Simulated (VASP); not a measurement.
# TaRu (P4/mmm) in VASP: single point with LDA

Aim: the single point of TaRu with LDA.

Everything below comes from runs of VASP 6.6.1. Logs are shortened: lines on timing, memory, paths and dates and some standing lists are left out, and cuts for length are marked.

## (1) The cell of the first run

Symmetry: P4/mmm, No. 123, tetragonal system. The conventional cell has a = 3.053 Å, b = 3.053 Å, c = 3.389 Å, α = 90.00°, β = 90.00°, γ = 90.00°. Within 3.6 Å of Ta (site symmetry 4/mmm) lie 8 Ru at 2.74 Å and 6 Ta at 3.05 to 3.39 Å. Ru (site symmetry 4/mmm) has 8 Ta at 2.74 Å and 6 Ru at 3.05 to 3.39 Å within 3.6 Å.

## (2) Single point, LDA

INCAR

```
SYSTEM = TaRu
PREC = Accurate ; ENCUT = 520
EDIFF = 1E-6 ; ISMEAR = 0
SIGMA = 0.15 ; LREAL = .FALSE.
LASPH = .TRUE. ; NELM = 60
ALGO = Fast ; ISIF = 2
LWAVE = .FALSE. ; LCHARG = .FALSE.
GGA = CA ; NBANDS = 20
```

KPOINTS

```
Automatic mesh
0
G
  18 18 16
  0 0 0
```

POSCAR

```
TaRu
1.0
    3.0530000000      0.0000000000      0.0000000000
    0.0000000000      3.0530000000      0.0000000000
    0.0000000000      0.0000000000      3.3890000000
Ta Ru
1 1
Direct
    0.5000000000      0.5000000000      0.5000000000
    0.0000000000      0.0000000000      0.0000000000
```

Potentials or basis: VASP PAW LDA potentials, release 64 (Ta_pv, Ru_pv).

The run is started by

```sh
$ cat potpaw_LDA.64/Ta_pv/POTCAR potpaw_LDA.64/Ru_pv/POTCAR > POTCAR
$ mpirun -np 1 vasp_std > vasp.out
```

OUTCAR:

```text
SYSTEM = TaRu
   PREC = Accurate
   ENCUT = 520
   EDIFF = 1E-6
   ISMEAR = 0
   LREAL = .FALSE.
   LASPH = .TRUE.
   NELM = 60
   ISIF = 2
   GGA = CA

 ion  position               nearest neighbor table
   1  0.500  0.500  0.500-   2 2.74   2 2.74   2 2.74   2 2.74   2 2.74   2 2.74   2 2.74   2 2.74

   2  0.000  0.000  0.000-   1 2.74   1 2.74   1 2.74   1 2.74   1 2.74   1 2.74   1 2.74   1 2.74

  LATTYP: Found a simple tetragonal cell.
 ALAT       =     3.0530000000
 C/A-ratio  =     1.1100556829

  Lattice vectors:

 A1 = (   3.0530000000,   0.0000000000,   0.0000000000)
 A2 = (   0.0000000000,   3.0530000000,   0.0000000000)
 A3 = (   0.0000000000,   0.0000000000,   3.3890000000)

Analysis of symmetry for initial positions (statically):
=====================================================================
 Subroutine PRICEL returns:
 Original cell was already a primitive cell.

 Routine SETGRP: Setting up the symmetry group for a
 simple tetragonal supercell.

 Subroutine GETGRP returns: Found 16 space group operations
 (whereof 16 operations were pure point group operations)
 out of a pool of 16 trial point group operations.

The static configuration has the point symmetry D_4h.

Analysis of symmetry for dynamics (positions and initial velocities):
=====================================================================
 Subroutine PRICEL returns:
 Original cell was already a primitive cell.

 Routine SETGRP: Setting up the symmetry group for a
 simple tetragonal supercell.

 Subroutine GETGRP returns: Found 16 space group operations
 (whereof 16 operations were pure point group operations)
 out of a pool of 16 trial point group operations.

The dynamic configuration has the point symmetry D_4h.

 Subroutine INISYM returns: Found 16 space group operations
 (whereof 16 operations are pure point group operations),
 and found     1 'primitive' translations

----------------------------------------------------------------------------------------

                                     Primitive cell

  volume of cell :      31.5882

  direct lattice vectors                    reciprocal lattice vectors
     3.053000000  0.000000000  0.000000000     0.327546675  0.000000000  0.000000000
     0.000000000  3.053000000  0.000000000     0.000000000  0.327546675  0.000000000
     0.000000000  0.000000000  3.389000000     0.000000000  0.000000000  0.295072293

  length of vectors
     3.053000000  3.053000000  3.389000000     0.327546675  0.327546675  0.295072293

[... 79 lines left out ...]
   NELM   =     60;   NELMIN=  2; NELMDL= -5     # of ELM steps
   EDIFF  = 0.1E-05   stopping-criterion for ELM
   LREAL  =      F    real-space projection
   EDIFFG = 0.1E-04   stopping-criterion for IOM
   NSW    =      0    number of steps for IOM
   IBRION =     -1    ionic relax: 0-MD 1-quasi-New 2-CG
   NFREE  =      0    steps in history (QN), initial steepest desc. (CG)
   ISIF   =      2    stress and relaxation
   ISYM   =      2    0-nonsym 1-usesym 2-fastsym
   POTIM  = 0.5000    time-step for ionic-motion
   TEBEG  =    0.0;   TEEND  =   0.0 temperature during run
   PSTRESS=    0.0 pullay stress
   NELECT =      25.0000    total number of electrons
   NUPDOWN=      -1.0000    fix difference up-down
   EMIN   =  10.00;   EMAX   =-10.00  energy-range for DOS
   EFERMI =   0.00;   METHOD = LEGACY
   ISMEAR =     0;   SIGMA  =   0.15  broadening in eV -4-tet -1-fermi 0-gaus
   EFERMI_NEDOS =   21; number of points for ismear=-14 and -15
   IALGO  =     68    algorithm
   IMIX   =      4    mixing-type and parameters
     AMIX     =   0.40;   BMIX     =  1.00
     AMIX_MAG =   1.60;   BMIX_MAG =  1.00
  volume/ion in A,a.u.               =      15.79       106.58
  Fermi-wavevector in a.u.,A,eV,Ry     =   1.514304  2.861620 31.199751  2.293117
  Thomas-Fermi vector in A             =   2.623980
   LORBIT       =      0    0 simple, 1 ext, 2 COOP (PROOUT), +10 PAW based schemes
   GGA     = CA    functional components
   LHFCALC =     F    Hartree Fock is set to
   AEXX    =    0.0000 exact exchange contribution
   IVDW    =     0    specifies the selected vdW correction
   LEPSILON=     F    determine dielectric tensor
   LRPA    =     F    only Hartree local field effects (RPA)
 non-spin polarized calculation
 RMM-DIIS sequential band-by-band and
 Gauss-broadening in eV      SIGMA  =   0.15
  energy-cutoff  :      520.00
  volume of cell :       31.59
 maximum number of plane-waves:       868
 NGX is ok and might be reduce to    24
   NGX = 11   NGY = 11   NGZ = 13

 number of electron      25.0000007 magnetization

 Free energy of the ion-electron system (eV)
  ---------------------------------------------------
  ext. energy  EPLUGINS =         0.00000000
  ---------------------------------------------------
  free energy    TOTEN  =       -24.04425410 eV

  energy without entropy =      -24.02157388  energy(sigma->0) =      -24.03291399

 E-fermi :   9.2320     XC(G=0): -13.4864

 val. band max:        9.2306057651   @ k =   0.5000   0.2222   0.3750
 cond. band min:       9.2324848690   @ k =   0.4444   0.0556   0.2500
 fundamental gap:      0.0018791039
 Fermi energy:         9.2320419208

 k-point     1 :       0.0000    0.0000    0.0000
  band No.  band energies     occupation
      1     -33.5343      2.00000
      2     -33.4834      2.00000
      3     -33.4834      2.00000
      4     -25.4420      2.00000
      5     -25.3075      2.00000
      6     -25.3075      2.00000
[... 541 lines left out ...]
     19      19.4334      0.00000
     20      22.5071      0.00000

 [... further k-points ...]

------------------------ aborting loop because EDIFF is reached ----------------------------------------

  FORCE on cell =-STRESS in cart. coord.  units (eV):
  Direction    XX          YY          ZZ          XY          YZ          ZX
  --------------------------------------------------------------------------------------
  -------------------------------------------------------------------------------------
  Total       -2.0073009     -2.0073009     -1.7511707      0.0000000      0.0000000     -0.0000000
  in kB     -101.8117449   -101.8117449    -88.8206401      0.0000000      0.0000000     -0.0000000
  external PRESSURE =     -97.4813766 kB  Pullay stress =       0.0000000 kB

 VOLUME and BASIS-vectors are now :
 -----------------------------------------------------------------------------
  energy-cutoff  :      520.00
  volume of cell :       31.59
      direct lattice vectors                 reciprocal lattice vectors
     3.053000000  0.000000000  0.000000000     0.327546675  0.000000000  0.000000000
     0.000000000  3.053000000  0.000000000     0.000000000  0.327546675  0.000000000
     0.000000000  0.000000000  3.389000000     0.000000000  0.000000000  0.295072293

 POSITION                                       TOTAL-FORCE (eV/Angst)
 -----------------------------------------------------------------------------------
      1.52650      1.52650      1.69450         0.000000      0.000000      0.000000
      0.00000      0.00000      0.00000         0.000000      0.000000      0.000000
 -----------------------------------------------------------------------------------
    total drift:                                0.000000      0.000000     -0.000000

  FREE ENERGIE OF THE ION-ELECTRON SYSTEM (eV)
  ---------------------------------------------------
  free  energy   TOTEN  =       -24.0442540958 eV

  energy  without entropy=      -24.0215738823  energy(sigma->0) =      -24.03291399
```

OSZICAR:

```text
N       E                     dE             d eps       ncg     rms          rms(c)
DAV:   1     0.226280758628E+03    0.22628E+03   -0.14132E+04 19808   0.128E+03
DAV:   2    -0.197137687265E+02   -0.24599E+03   -0.24066E+03 21516   0.395E+02
DAV:   3    -0.252735852471E+02   -0.55598E+01   -0.54977E+01 23364   0.612E+01
DAV:   4    -0.253156465022E+02   -0.42061E-01   -0.41986E-01 23564   0.535E+00
DAV:   5    -0.253162727704E+02   -0.62627E-03   -0.62606E-03 23912   0.593E-01    0.179E+01
RMM:   6    -0.242802641769E+02    0.10360E+01   -0.13542E+00 20692   0.902E+00    0.734E+00
RMM:   7    -0.241603633796E+02    0.11990E+00   -0.73049E-01 21852   0.493E+00    0.277E+00
RMM:   8    -0.240489969344E+02    0.11137E+00   -0.15998E-01 21658   0.279E+00    0.541E-01
RMM:   9    -0.240445953001E+02    0.44016E-02   -0.10704E-02 23510   0.815E-01    0.232E-01
RMM:  10    -0.240442208489E+02    0.37445E-03   -0.18341E-03 24514   0.299E-01    0.764E-02
RMM:  11    -0.240442491505E+02   -0.28302E-04   -0.27089E-04 26671   0.115E-01    0.359E-02
RMM:  12    -0.240442534331E+02   -0.42827E-05   -0.59621E-05 26293   0.519E-02    0.127E-02
RMM:  13    -0.240442537717E+02   -0.33861E-06   -0.13715E-05 25258   0.279E-02    0.301E-03
RMM:  14    -0.240442540958E+02   -0.32403E-06   -0.38478E-06 18725   0.140E-02
   1 F= -.24044254E+02 E0= -.24032914E+02  d E =-.226802E-01
```

Run time: 7.4 min. Hardware: 1 thread of AMD EPYC 7R43 (Zen 3), shared host; peak memory 0.35 GiB.

What came out:

```yaml
Free_energy: -24.0443 eV
Pressure: -9.7 GPa
Band_gap_on_the_k_mesh: zero (an odd number of electrons rules out a gap without spin polarisation)
```

Levels at points of the mesh, in eV from the Fermi level:
| k point | band 10 | band 11 | band 12 | band 13 | band 14 | band 15 |
| --- | --- | --- | --- | --- | --- | --- |
| (0.00, 0.00, 0.00) | -2.37 | -2.37 | -1.51 | 0.42 | 1.76 | 4.29 |
| (0.50, 0.00, 0.00) | -2.57 | -2.07 | -1.97 | -1.20 | -0.69 | 0.44 |
| (0.50, 0.50, 0.00) | -4.55 | 0.24 | 1.11 | 1.45 | 1.45 | 2.94 |
| (0.00, 0.00, 0.50) | -2.54 | -1.80 | -1.80 | -0.82 | 0.05 | 0.77 |
| (0.50, 0.00, 0.50) | -3.45 | -0.85 | 0.53 | 0.64 | 0.73 | 1.05 |
| (0.50, 0.50, 0.50) | -3.21 | -2.56 | -2.56 | -0.36 | 0.28 | 3.69 |

Caveat: the cell stands under tension; spin-orbit coupling is left out, which moves the levels of the heavy elements.
